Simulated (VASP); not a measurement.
Here is a VASP 6.6.1 calculation.

The input POSCAR:

```
Al13Si3C3N13
1.0
    9.3505440000      0.0000000000      0.0000000000
    0.0000000000     10.7813610000      0.0000000000
    0.0000000000      0.0000000000      9.9768840000
Al Si N C
39 9 39 9
Direct
    0.1694000000      0.0787910000      0.2440610000
    0.9991620000      0.3326490000      0.2494630000
    0.0002390000      0.3305510000      0.7514030000
    0.4983760000      0.0840210000      0.2469480000
    0.5017830000      0.0827360000      0.7459030000
    0.3342680000      0.3344460000      0.2533170000
    0.3293590000      0.3317930000      0.7436200000
    0.1651140000      0.5847730000      0.2492420000
    0.1659100000      0.5822400000      0.7515730000
    0.9968570000      0.8366450000      0.7445200000
    0.8333930000      0.0819390000      0.2487380000
    0.8304960000      0.0853590000      0.7482720000
    0.6695420000      0.3325640000      0.7440090000
    0.5022030000      0.5830100000      0.2479160000
    0.3322850000      0.8337270000      0.2532620000
    0.3360660000      0.8336270000      0.7333740000
    0.8328470000      0.5846150000      0.2546130000
    0.8354550000      0.5819090000      0.7512970000
    0.6668370000      0.8324500000      0.2527190000
    0.6641070000      0.8355070000      0.7502710000
    0.9998040000      0.1641550000      0.4961260000
    0.3350670000      0.1643750000      0.4955900000
    0.3359940000      0.1672800000      0.0001720000
    0.1639890000      0.4164770000      0.5009070000
    0.1692190000      0.4149800000      0.0007390000
    0.0019940000      0.6696070000      0.4997400000
    0.9987370000      0.6715720000      0.0005150000
    0.6646570000      0.1695780000      0.4922920000
    0.4999320000      0.4121410000      0.9972650000
    0.3293190000      0.6624730000      0.4991530000
    0.1653370000      0.9130850000      0.9961910000
    0.8360970000      0.4179110000      0.5000400000
    0.8314640000      0.4147180000      0.0021270000
    0.6666120000      0.6650630000      0.4995760000
    0.6699170000      0.6690050000      0.0019120000
    0.5010850000      0.9164330000      0.4926620000
    0.5022960000      0.9166560000      0.0019970000
    0.8302680000      0.9191010000      0.5003750000
    0.8343100000      0.9166130000      0.9995850000
    0.1646760000      0.0857010000      0.7490100000
    0.0020390000      0.8356270000      0.2531720000
    0.6664440000      0.3365190000      0.2518110000
    0.4986140000      0.5835770000      0.7497200000
    0.0012580000      0.1664700000      0.0013220000
    0.6637610000      0.1700040000      0.0025240000
    0.4989080000      0.4190560000      0.4959290000
    0.3315010000      0.6682250000      0.9968310000
    0.1656480000      0.9178460000      0.4928270000
    0.0009760000      0.1680070000      0.1801360000
    0.0061450000      0.1628760000      0.6887290000
    0.3287450000      0.1721610000      0.1911270000
    0.3222370000      0.1609960000      0.6894050000
    0.1635840000      0.4187440000      0.1885890000
    0.1616320000      0.4174840000      0.6955850000
    0.9966040000      0.6726620000      0.1925490000
    0.0017830000      0.6672290000      0.6929290000
    0.6682550000      0.1696110000      0.6840460000
    0.5092370000      0.4168450000      0.1858830000
    0.5015320000      0.4274690000      0.6883100000
    0.3352220000      0.6579820000      0.1739910000
    0.3415540000      0.6557160000      0.6940080000
    0.1638580000      0.9285700000      0.6830350000
    0.8278000000      0.4171980000      0.1928510000
    0.8370550000      0.4161860000      0.6929410000
    0.6685430000      0.6629000000      0.1906570000
    0.6564870000      0.6594460000      0.6959050000
    0.5028180000      0.9166840000      0.6874940000
    0.8415300000      0.9101790000      0.1912210000
    0.8295000000      0.9194740000      0.6928820000
    0.1656570000      0.0785230000      0.4402410000
    0.9997990000      0.3308850000      0.4394240000
    0.9981380000      0.3264800000      0.9452800000
    0.5011090000      0.0834840000      0.4421750000
    0.3337520000      0.3379110000      0.9350940000
    0.1633550000      0.5809130000      0.4394480000
    0.1733590000      0.5876570000      0.9440980000
    0.9965190000      0.8324760000      0.9322310000
    0.8329330000      0.0850800000      0.4390530000
    0.8347020000      0.0955260000      0.9447330000
    0.6682430000      0.3302970000      0.9359880000
    0.4987480000      0.5786740000      0.4411910000
    0.4926120000      0.5860370000      0.9320720000
    0.3324730000      0.8191200000      0.9294620000
    0.8355390000      0.5849670000      0.4447200000
    0.8348200000      0.5803910000      0.9418140000
    0.6694980000      0.8290560000      0.4453550000
    0.6711290000      0.8303870000      0.9377270000
    0.6707580000      0.1798430000      0.1856630000
    0.1576830000      0.9085040000      0.1873060000
    0.5013710000      0.9133910000      0.1930750000
    0.1568720000      0.0873770000      0.9311590000
    0.5111830000      0.0885210000      0.9377240000
    0.3389200000      0.3390550000      0.4496320000
    0.0020690000      0.8393910000      0.4391760000
    0.6609580000      0.3443050000      0.4365730000
    0.3249660000      0.8324820000      0.4539990000
```

INCAR.step1

```
ALGO     = Normal         # electronic algorithm
EDIFF    = 1E-4           # SCF threshold, eV
ENCUT    = 520            # plane-wave cutoff, eV
GGA      = PE             # functional
ISMEAR   = -1             # smearing method
ISYM     = 0            
LASPH    = T              # aspherical terms in the spheres
LCHARG   = F              # write CHGCAR
LREAL    = Auto         
LWAVE    = T              # write WAVECAR
NBANDS   = 246            # bands
NELM     = 80             # most SCF steps
PREC     = Accurate       # precision mode
SIGMA    = 0.05           # smearing width, eV
```

INCAR.step2

```
ALGO     = Normal         # electronic algorithm
EDIFF    = 1E-6           # SCF threshold, eV
ENCUT    = 520            # plane-wave cutoff, eV
ISIF     = 2              # what is computed and relaxed
ISMEAR   = -1             # smearing method
ISTART   = 1            
ISYM     = 0            
LASPH    = T              # aspherical terms in the spheres
LCHARG   = T              # write CHGCAR
LELF     = T              # ELF
LMIXTAU  = T            
LREAL    = Auto         
LVHAR    = T            
LWAVE    = F              # write WAVECAR
METAGGA  = R2SCAN         # meta-GGA
NBANDS   = 246            # bands
NELM     = 80             # most SCF steps
PREC     = Accurate       # precision mode
SIGMA    = 0.05           # smearing width, eV
```

File KPOINTS:

```
Automatic mesh
0
Gamma
  1 1 1
  0.25 0.25 0.25
```

Potentials or basis: VASP PAW PBE potentials, release 64 (Al, Si, N, C).

The run is started by

```sh
$ cat potpaw_PBE.64/Al/POTCAR potpaw_PBE.64/Si/POTCAR potpaw_PBE.64/N/POTCAR potpaw_PBE.64/C/POTCAR > POTCAR
$ cp INCAR.step1 INCAR
$ mpirun -np 1 vasp_std > vasp.out
$ cp INCAR.step2 INCAR
$ mpirun -np 1 vasp_std > vasp.out
```

What does it give for the largest force?

0.129 eV/Å.

Predict the band gap on the k mesh.

3.74 eV.

Predict the pressure.

-1.4 GPa.

Forces in eV/Å, atoms in the order of the input:
```
Al   0.014  0.000  0.010
Al   0.028  0.009  0.008
Al   0.010  0.040 -0.021
Al  -0.005 -0.045  0.017
Al   0.023 -0.025  0.039
Al  -0.021 -0.052  0.017
Al  -0.051  0.018  0.037
Al  -0.002 -0.042 -0.002
Al   0.003 -0.017  0.001
Al  -0.026 -0.008  0.053
Al  -0.006  0.038  0.014
Al  -0.015 -0.006 -0.047
Al   0.036 -0.023  0.013
Al   0.018 -0.017 -0.035
Al   0.022  0.092 -0.012
Al   0.058  0.014  0.016
Al  -0.027  0.018  0.002
Al   0.012 -0.038  0.030
Al  -0.061  0.022 -0.003
Al  -0.010  0.045  0.021
Al  -0.010  0.002  0.001
Al   0.020  0.003  0.019
Al   0.027  0.002  0.011
Al   0.026  0.000  0.011
Al   0.034 -0.018  0.031
Al  -0.012 -0.030  0.011
Al  -0.015  0.014  0.002
Al  -0.024 -0.040  0.034
Al  -0.019 -0.034  0.017
Al  -0.009  0.036 -0.004
Al  -0.052 -0.004  0.039
Al  -0.001  0.010  0.016
Al  -0.008  0.001  0.007
Al   0.017  0.019  0.000
Al   0.039  0.034  0.022
Al  -0.012  0.026  0.031
Al   0.051  0.028  0.070
Al  -0.013  0.007  0.005
Al   0.003 -0.072 -0.004
Si   0.004  0.014  0.036
Si   0.092  0.085 -0.029
Si  -0.007 -0.065  0.012
Si  -0.019  0.026 -0.033
Si   0.016  0.004  0.026
Si  -0.105 -0.027  0.033
Si  -0.049 -0.054 -0.071
Si  -0.050  0.024  0.040
Si   0.039 -0.040 -0.023
N   -0.017  0.017 -0.014
N   -0.012  0.019 -0.005
N    0.003  0.003 -0.022
N   -0.004  0.020 -0.009
N   -0.011  0.005 -0.030
N    0.001 -0.001 -0.001
N   -0.004 -0.067 -0.031
N    0.001  0.009 -0.019
N    0.010  0.020  0.006
N   -0.024  0.051 -0.029
N    0.021  0.018  0.056
N   -0.009 -0.012  0.001
N    0.009 -0.005 -0.022
N   -0.011 -0.022  0.046
N    0.029  0.026 -0.033
N   -0.009  0.002  0.000
N    0.006 -0.015 -0.008
N   -0.013 -0.012 -0.013
N   -0.004 -0.020  0.020
N   -0.023  0.019 -0.018
N    0.016 -0.016 -0.016
N   -0.011  0.007  0.003
N   -0.002  0.009 -0.018
N   -0.016  0.021 -0.022
N   -0.007  0.019  0.008
N    0.011  0.028  0.019
N    0.008  0.015  0.000
N    0.014  0.000 -0.035
N    0.005 -0.014 -0.001
N    0.025 -0.019 -0.017
N    0.045 -0.051 -0.040
N    0.009  0.068 -0.007
N    0.002  0.018 -0.020
N    0.022 -0.019 -0.031
N   -0.022 -0.033  0.057
N   -0.008  0.000 -0.030
N   -0.007  0.003 -0.016
N    0.004  0.006 -0.014
N    0.007 -0.025 -0.022
C    0.020  0.017 -0.007
C   -0.026 -0.026  0.003
C    0.011 -0.030 -0.025
C    0.000  0.003 -0.031
C    0.000  0.028 -0.010
C    0.017  0.023 -0.029
C    0.019 -0.024  0.010
C    0.003 -0.025 -0.006
C   -0.042 -0.016 -0.042
```

Caveat: the PAW data sets were made with another functional, which shifts forces and pressure a little; a shifted mesh leaves out Γ, where band edges can lie. A k mesh can miss the band edges.
